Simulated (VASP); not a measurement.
# Cu (Im-3m) in VASP: notebook

Aim: see how the results for Cu move with the level of theory and the settings. Levels: PBE, r2SCAN. Tasks: single point.

Program: VASP 6.6.1. These are calculated values, not measurements. Logs are shortened: lines on timing, memory, paths and dates and some standing lists are left out, and cuts for length are marked.

## Step 1: The cell of the first run

It takes space group Im-3m (No. 229, cubic). Conventional cell: a = 2.883 Å, b = 2.883 Å, c = 2.883 Å, α = 90.00°, β = 90.00°, γ = 90.00°. Cu (site symmetry m-3m) has 14 Cu at 2.50 to 2.88 Å within 3.3 Å.

## Step 2: Single point, PBE

INCAR reads:

```
ALGO = Normal
EDIFF = 1E-6
ENCUT = 600
GGA = PE
GGA_COMPAT = F
ISIF = 2
ISMEAR = 0
LASPH = T
LCHARG = T
LELF = T
LREAL = F
LVHAR = T
LWAVE = F
NBANDS = 12
NELM = 120
PREC = Accurate
SIGMA = 0.05
```

KPOINTS reads:

```
k-points
0
Gamma
  10 10 10
```

POSCAR reads:

```
Cu
1.0
   -1.4413339288      1.4413339288      1.4413339288
    1.4413339288     -1.4413339288      1.4413339288
    1.4413339288      1.4413339288     -1.4413339288
Cu
1
Direct
    0.0000000000      0.0000000000      0.0000000000
```

Potentials or basis: VASP PAW PBE potentials, release 64 (Cu).

On the command line:

```
cat potpaw_PBE.64/Cu/POTCAR > POTCAR
mpirun -np 1 vasp_std > vasp.out
```

OUTCAR:

```text
EDIFF = 1E-6
   ENCUT = 600
   GGA = PE
   ISIF = 2
   ISMEAR = 0
   LASPH = T
   LREAL = F
   NELM = 120
   PREC = Accurate

 ion  position               nearest neighbor table
   1  0.000  0.000  0.000-

  LATTYP: Found a body centered cubic cell.
 ALAT       =     2.8826678576

  Lattice vectors:

 A1 = (  -1.4413339288,   1.4413339288,   1.4413339288)
 A2 = (   1.4413339288,  -1.4413339288,   1.4413339288)
 A3 = (   1.4413339288,   1.4413339288,  -1.4413339288)

Analysis of symmetry for initial positions (statically):
=====================================================================
 Subroutine PRICEL returns:
 Original cell was already a primitive cell.

 Routine SETGRP: Setting up the symmetry group for a
 body centered cubic supercell.

 Subroutine GETGRP returns: Found 48 space group operations
 (whereof 48 operations were pure point group operations)
 out of a pool of 48 trial point group operations.

The static configuration has the point symmetry O_h .

Analysis of symmetry for dynamics (positions and initial velocities):
=====================================================================
 Subroutine PRICEL returns:
 Original cell was already a primitive cell.

 Routine SETGRP: Setting up the symmetry group for a
 body centered cubic supercell.

 Subroutine GETGRP returns: Found 48 space group operations
 (whereof 48 operations were pure point group operations)
 out of a pool of 48 trial point group operations.

The dynamic configuration has the point symmetry O_h .

 Subroutine INISYM returns: Found 48 space group operations
 (whereof 48 operations are pure point group operations),
 and found     1 'primitive' translations

----------------------------------------------------------------------------------------

                                     Primitive cell

  volume of cell :      11.9772

  direct lattice vectors                    reciprocal lattice vectors
    -1.441333929  1.441333929  1.441333929     0.000000000  0.346900874  0.346900874
     1.441333929 -1.441333929  1.441333929     0.346900874  0.000000000  0.346900874
     1.441333929  1.441333929 -1.441333929     0.346900874  0.346900874  0.000000000

  length of vectors
     2.496463595  2.496463595  2.496463595     0.490591921  0.490591921  0.490591921

  position of ions in fractional coordinates (direct lattice)
     0.000000000  0.000000000  0.000000000

  ion indices of the primitive-cell ions
   primitive index   ion index
                 1           1

----------------------------------------------------------------------------------------

 KPOINTS: k-points

Automatic generation of k-mesh.
 Grid dimensions read from file:
 generate k-points for:   10   10   10

 Generating k-lattice:

  Cartesian coordinates                     Fractional coordinates (reciprocal lattice)
     0.000000000  0.034690087  0.034690087     0.100000000  0.000000000  0.000000000
     0.034690087  0.000000000  0.034690087     0.000000000  0.100000000  0.000000000
     0.034690087  0.034690087  0.000000000     0.000000000  0.000000000  0.100000000

  Length of vectors
     0.049059192  0.049059192  0.049059192

  Shift w.r.t. Gamma in fractional coordinates (k-lattice)
     0.000000000  0.000000000  0.000000000

 Subroutine IBZKPT returns following result:
 ===========================================

 Found     47 irreducible k-points:

 Following reciprocal coordinates:
            Coordinates               Weight
  0.000000  0.000000  0.000000      1.000000
  0.100000  0.000000  0.000000     12.000000
  0.200000  0.000000  0.000000     12.000000
  0.300000  0.000000  0.000000     12.000000
  0.400000  0.000000  0.000000     12.000000
  0.500000  0.000000  0.000000      6.000000
[... 16 lines left out ...]
  0.300000  0.300000  0.100000      8.000000
 -0.300000  0.300000  0.100000     24.000000
 [... further k-points ...]
   k-points           NKPTS =     47   k-points in BZ     NKDIM =     47   number of bands    NBANDS=     12
   number of dos      NEDOS =    301   number of ions     NIONS =      1
   total plane-waves  NPLWV =   8000
   dimension x,y,z NGX =    20 NGY =   20 NGZ =   20
   dimension x,y,z NGXF=    40 NGYF=   40 NGZF=   40
   ions per type =               1
   NGX,Y,Z   is equivalent  to a cutoff of  13.32, 13.32, 13.32 a.u.
   NGXF,Y,Z  is equivalent  to a cutoff of  26.64, 26.64, 26.64 a.u.
 SYSTEM =  unknown system
   PREC   = accura    normal or accurate (medium, high low for compatibility)
   ISTART =      0    job   : 0-new  1-cont  2-samecut
   ICHARG =      2    charge: 1-file 2-atom 10-const
   ISPIN  =      1    spin polarized calculation?
   LNONCOLLINEAR =      F non collinear calculations
   LSORBIT =      F    spin-orbit coupling
   LASPH  =      T    aspherical Exc in radial PAW
   ENCUT  =  600.0 eV  44.10 Ry    6.64 a.u.   4.99  4.99  4.99*2*pi/ulx,y,z
   NELM   =    120;   NELMIN=  2; NELMDL= -5     # of ELM steps
   EDIFF  = 0.1E-05   stopping-criterion for ELM
   LREAL  =      F    real-space projection
   EDIFFG = 0.1E-04   stopping-criterion for IOM
   NSW    =      0    number of steps for IOM
   IBRION =     -1    ionic relax: 0-MD 1-quasi-New 2-CG
   NFREE  =      0    steps in history (QN), initial steepest desc. (CG)
   ISIF   =      2    stress and relaxation
   ISYM   =      2    0-nonsym 1-usesym 2-fastsym
   POTIM  = 0.5000    time-step for ionic-motion
   TEBEG  =    0.0;   TEEND  =   0.0 temperature during run
   PSTRESS=    0.0 pullay stress
   NELECT =      11.0000    total number of electrons
   NUPDOWN=      -1.0000    fix difference up-down
   EMIN   =  10.00;   EMAX   =-10.00  energy-range for DOS
   EFERMI =   0.00;   METHOD = LEGACY
   ISMEAR =     0;   SIGMA  =   0.05  broadening in eV -4-tet -1-fermi 0-gaus
   EFERMI_NEDOS =   21; number of points for ismear=-14 and -15
   IALGO  =     38    algorithm
   IMIX   =      4    mixing-type and parameters
     AMIX     =   0.40;   BMIX     =  1.00
     AMIX_MAG =   1.60;   BMIX_MAG =  1.00
  volume/ion in A,a.u.               =      11.98        80.83
  Fermi-wavevector in a.u.,A,eV,Ry     =   1.591309  3.007138 34.453537  2.532264
  Thomas-Fermi vector in A             =   2.689869
   LORBIT       =      0    0 simple, 1 ext, 2 COOP (PROOUT), +10 PAW based schemes
   GGA     = PE    functional components
   LHFCALC =     F    Hartree Fock is set to
   AEXX    =    0.0000 exact exchange contribution
   IVDW    =     0    specifies the selected vdW correction
   LEPSILON=     F    determine dielectric tensor
   LRPA    =     F    only Hartree local field effects (RPA)
 non-spin polarized calculation
 Gauss-broadening in eV      SIGMA  =   0.05
  energy-cutoff  :      600.00
  volume of cell :       11.98
 maximum number of plane-waves:       418
   NGX =  9   NGY =  9   NGZ =  9

 number of electron      11.0000002 magnetization

 Free energy of the ion-electron system (eV)
  ---------------------------------------------------
  ext. energy  EPLUGINS =         0.00000000
  ---------------------------------------------------
  free energy    TOTEN  =        -3.66816398 eV

  energy without entropy =       -3.66699755  energy(sigma->0) =       -3.66758077

 E-fermi :   7.4196     XC(G=0): -12.6493

 val. band max:        7.4124200372   @ k =   0.2000   0.2000   0.1000
 cond. band min:       7.5029677457   @ k =  -0.3000   0.4000   0.2000
 fundamental gap:      0.0905477084
 Fermi energy:         7.4196430636

 k-point     1 :       0.0000    0.0000    0.0000
  band No.  band energies     occupation
      1      -1.8278      2.00000
      2       4.3348      2.00000
      3       4.3348      2.00000
      4       4.3348      2.00000
      5       5.3220      2.00000
      6       5.3220      2.00000
      7      32.3384      0.00000
      8      32.3384      0.00000
      9      32.3384      0.00000
     10      35.5277      0.00000
     11      35.5277      0.00000
     12      35.5277      0.00000

 k-point     2 :       0.1000    0.0000    0.0000
  band No.  band energies     occupation
      1      -1.4482      2.00000
      2       4.2662      2.00000
      3       4.3294      2.00000
      4       4.4773      2.00000
      5       5.2597      2.00000
      6       5.3275      2.00000
      7      28.7881      0.00000
      8      31.1324      0.00000
      9      31.4931      0.00000
     10      32.6001      0.00000
     11      33.5002      0.00000
     12      34.3164      0.00000

 k-point     3 :       0.2000    0.0000    0.0000
  band No.  band energies     occupation
      1      -0.3586      2.00000
      2       4.0892      2.00000
      3       4.2861      2.00000
      4       4.8672      2.00000
      5       5.1742      2.00000
      6       5.3463      2.00000
      7      23.4267      0.00000
      8      28.6282      0.00000
      9      29.5144      0.00000
     10      30.2413      0.00000
     11      32.3524      0.00000
     12      35.4470      0.00000
[... 286 lines left out ...]
 k-point    23 :       0.3000    0.3000    0.1000
  band No.  band energies     occupation
      1       3.3837      2.00000
      2       3.8489      2.00000
      3       3.8489      2.00000
      4       5.4244      2.00000
      5       5.4244      2.00000
      6      12.4035      0.00000
      7      12.4035      0.00000
      8      13.8862      0.00000
      9      19.7866      0.00000
     10      38.9345      0.00000
     11      38.9345      0.00000
     12      43.6926      0.00000

 k-point    24 :      -0.3000    0.3000    0.1000
  band No.  band energies     occupation
      1       1.4800      2.00000
      2       4.0250      2.00000
      3       4.2579      2.00000
      4       5.0199      2.00000
      5       5.3602      2.00000
      6       5.6229      2.00000
      7      18.6720      0.00000
      8      24.7116      0.00000
      9      25.5626      0.00000
     10      31.5448      0.00000
     11      32.1147      0.00000
     12      34.7041      0.00000

 [... further k-points ...]
[... 5 lines left out ...]
  --------------------------------------------------------------------------------------
  -------------------------------------------------------------------------------------
  Total        0.0511000      0.0511000      0.0511000     -0.0000000     -0.0000000      0.0000000
  in kB        6.8356181      6.8356181      6.8356181     -0.0000000     -0.0000000      0.0000000
  external PRESSURE =       6.8356181 kB  Pullay stress =       0.0000000 kB

 VOLUME and BASIS-vectors are now :
 -----------------------------------------------------------------------------
  energy-cutoff  :      600.00
  volume of cell :       11.98
      direct lattice vectors                 reciprocal lattice vectors
    -1.441333929  1.441333929  1.441333929     0.000000000  0.346900874  0.346900874
     1.441333929 -1.441333929  1.441333929     0.346900874  0.000000000  0.346900874
     1.441333929  1.441333929 -1.441333929     0.346900874  0.346900874  0.000000000

 POSITION                                       TOTAL-FORCE (eV/Angst)
 -----------------------------------------------------------------------------------
      0.00000      0.00000      0.00000        -0.000000      0.000000      0.000000
 -----------------------------------------------------------------------------------
    total drift:                                0.000000     -0.000000      0.000000

  FREE ENERGIE OF THE ION-ELECTRON SYSTEM (eV)
  ---------------------------------------------------
  free  energy   TOTEN  =        -3.6681639844 eV

  energy  without entropy=       -3.6669975463  energy(sigma->0) =       -3.66758077
```

It took 5.3 s on 1 thread of Intel Xeon Platinum 8559C (Emerald Rapids), shared host; peak memory 0.12 GiB.

Results:

| Quantity | Value |
| --- | --- |
| Free energy | -3.6682 eV |
| Pressure | 0.7 GPa |

## Step 3: Single point, r2SCAN

This run uses another cell than the first one, of 11.48 Å³/atom, 0.959 times its volume.

POSCAR reads:

```
Cu
1.0
   -1.4211420436      1.4211420436      1.4211420436
    1.4211420436     -1.4211420436      1.4211420436
    1.4211420436      1.4211420436     -1.4211420436
Cu
1
Direct
    0.0000000000      0.0000000000      0.0000000000
```

INCAR.step1 reads:

```
  PREC = Accurate
  ENCUT = 660
  ISMEAR = 0
  SIGMA = 0.05
  LREAL = F
  LASPH = T
  NELM = 120
  NBANDS = 12
  GGA = PE
  ALGO = Normal
  EDIFF = 1E-5
  LWAVE = T
  LCHARG = F
  GGA_COMPAT = F
```

INCAR.step2 reads:

```
  PREC = Accurate
  ENCUT = 660
  EDIFF = 1E-6
  ISMEAR = 0
  SIGMA = 0.05
  LREAL = F
  LASPH = T
  NELM = 120
  ALGO = Normal
  ISIF = 2
  LWAVE = F
  LCHARG = F
  METAGGA = R2SCAN
  LMIXTAU = T
  NBANDS = 12
  ISTART = 1
  GGA_COMPAT = F
```

KPOINTS reads:

```
regular mesh
0
Gamma
  20 20 20
```

Potentials or basis: VASP PAW PBE potentials, release 64 (Cu).

On the command line:

```
cat potpaw_PBE.64/Cu/POTCAR > POTCAR
cp INCAR.step1 INCAR
mpirun -np 1 vasp_std > vasp.out
cp INCAR.step2 INCAR
mpirun -np 1 vasp_std > vasp.out
```

Run time: 1.9 min. Hardware: 1 thread of Intel Xeon Platinum 8259CL at 2.50GHz (Skylake/Cascade Lake), shared host; peak memory 0.18 GiB.

The run converged. Its results:

```yaml
Free_energy: -10.7879 eV
Pressure: 0.5 GPa
```

Levels at points of the mesh, in eV from the Fermi level:
| k point | band 3 | band 4 | band 5 | band 6 | band 7 | band 8 |
| --- | --- | --- | --- | --- | --- | --- |
| (0.00, 0.00, 0.00) | -3.31 | -3.31 | -2.25 | -2.25 | 26.33 | 26.33 |
| (0.50, 0.00, 0.00) | -2.29 | -2.14 | -1.46 | -0.68 | 4.75 | 18.51 |
| (0.50, 0.50, 0.50) | -1.64 | -1.64 | -1.64 | 8.80 | 8.80 | 8.80 |

Caveat: the PAW data sets were made with another functional, which shifts forces and pressure a little.

## Step 4: Single point, r2SCAN

POSCAR reads:

```
Cu
1.0
   -1.4413339288      1.4413339288      1.4413339288
    1.4413339288     -1.4413339288      1.4413339288
    1.4413339288      1.4413339288     -1.4413339288
Cu
1
Direct
    0.0000000000      0.0000000000      0.0000000000
```

INCAR.step1 reads:

```
PREC     = Accurate       # precision mode
ENCUT    = 660            # plane-wave cutoff, eV
ISMEAR   = 0              # smearing method
SIGMA    = 0.05           # smearing width, eV
LREAL    = False          # projectors in reciprocal space
LASPH    = True           # aspherical terms in the spheres
NELM     = 120            # most SCF steps
NBANDS   = 12             # bands
GGA      = PE             # functional
ALGO     = Normal         # electronic algorithm
EDIFF    = 1E-5           # SCF threshold, eV
LWAVE    = True           # write WAVECAR
LCHARG   = False          # write CHGCAR
GGA_COMPAT= False
```

INCAR.step2 reads:

```
PREC     = Accurate       # precision mode
ENCUT    = 660            # plane-wave cutoff, eV
EDIFF    = 1E-6           # SCF threshold, eV
ISMEAR   = 0              # smearing method
SIGMA    = 0.05           # smearing width, eV
LREAL    = False          # projectors in reciprocal space
LASPH    = True           # aspherical terms in the spheres
NELM     = 120            # most SCF steps
ALGO     = Normal         # electronic algorithm
ISIF     = 2              # what is computed and relaxed
LWAVE    = False          # write WAVECAR
LCHARG   = True           # write CHGCAR
METAGGA  = R2SCAN         # meta-GGA
LMIXTAU  = True         
LELF     = True           # ELF
LVHAR    = True         
NBANDS   = 12             # bands
ISTART   = 1            
GGA_COMPAT= False
```

KPOINTS is that of step 3.

On the command line:

```
cat potpaw_PBE.64/Cu/POTCAR > POTCAR
cp INCAR.step1 INCAR
mpirun -np 1 vasp_std > vasp.out
cp INCAR.step2 INCAR
mpirun -np 1 vasp_std > vasp.out
```

Wall time 2 min (1 thread of Intel Xeon Platinum 8259CL at 2.50GHz (Skylake/Cascade Lake), shared host); peak memory 0.18 GiB.

It converged, with:

```
Free energy : -10.7802 eV
Pressure    : -5.7 GPa
```

Levels at points of the mesh, in eV from the Fermi level:
| k point | band 2 | band 3 | band 4 | band 5 | band 6 | band 7 | band 8 | band 9 |
| --- | --- | --- | --- | --- | --- | --- | --- | --- |
| (0.00, 0.00, 0.00) | -3.15 | -3.15 | -3.15 | -2.17 | -2.17 | 25.92 | 25.92 | 25.92 |
| (0.50, 0.00, 0.00) | -3.87 | -2.20 | -2.06 | -1.43 | -0.56 | 4.52 | 18.16 | 18.30 |
| (0.50, 0.50, 0.50) | -4.72 | -1.59 | -1.59 | -1.59 | 8.61 | 8.61 | 8.61 | 13.88 |

Caveat: the PAW data sets were made with another functional, which shifts forces and pressure a little.

## Step 5: The runs side by side

```csv
level,cell,k mesh,cutoff (eV),gap on the mesh (eV),pressure (GPa)
PBE,"a = 2.496 Å, angles 109.5°, 1 atom",10 × 10 × 10,600,none,0.7
r2SCAN,"a = 2.461 Å, angles 109.5°, 1 atom",20 × 20 × 20,660,none,0.5
r2SCAN,"a = 2.496 Å, angles 109.5°, 1 atom",20 × 20 × 20,660,none,-5.7
```

Alike in all rows: task single point; potentials or basis VASP PAW PBE potentials, release 64 (Cu); no spin polarisation; smearing gaussian 0.05 eV.

Caveats: the PAW data sets were made with another functional, which shifts forces and pressure a little (some runs).

Total energies depend on the potentials used, so only differences within one code and one set of settings carry meaning.
